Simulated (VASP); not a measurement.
Input of a VASP 6.6.1 run:

Contents of INCAR:

```
  PREC = Accurate
  ENCUT = 520
  EDIFF = 1E-6
  ISMEAR = 0
  SIGMA = 0.02
  LREAL = F
  LASPH = T
  NELM = 60
  ALGO = Normal
  ISIF = 2
  LWAVE = F
  LCHARG = F
  LDIPOL = T
  IDIPOL = 3
  DIPOL = 0.5 0.5 0.289
  GGA = PE
  NBANDS = 26
```

Contents of KPOINTS:

```
Automatic mesh
0
Gamma
  8 8 1
```

File POSCAR:

```
ZnS
1.0
    3.5064574177      0.0000000000      0.0000000000
    0.0000000000      3.5064574177      0.0000000000
    0.0000000000      0.0000000000     29.3724558400
Zn S
2 2
Direct
    0.5000000000      0.0000000000      0.2550402660
    0.0000000000      0.5000000000      0.3237332656
    0.0000000000      0.5000000000      0.2406890671
    0.5000000000      0.0000000000      0.3380844645
```

Potentials or basis: VASP PAW PBE potentials, release 64 (Zn, S).

Run with:

```bash
$ cat potpaw_PBE.64/Zn/POTCAR potpaw_PBE.64/S/POTCAR > POTCAR
$ mpirun -np 1 vasp_std > vasp.out
```

Task: Estimate the largest force.

Result: 0.022 eV/Å.

Task: Estimate the band gap on the k mesh.

Result: 0.65 eV, indirect (least direct gap 2.24 eV).

Forces in eV/Å, atoms in the order of the input:
```
Zn   0.000  0.000  0.022
Zn   0.000  0.000 -0.022
S    0.000  0.000 -0.008
S    0.000  0.000  0.008
```
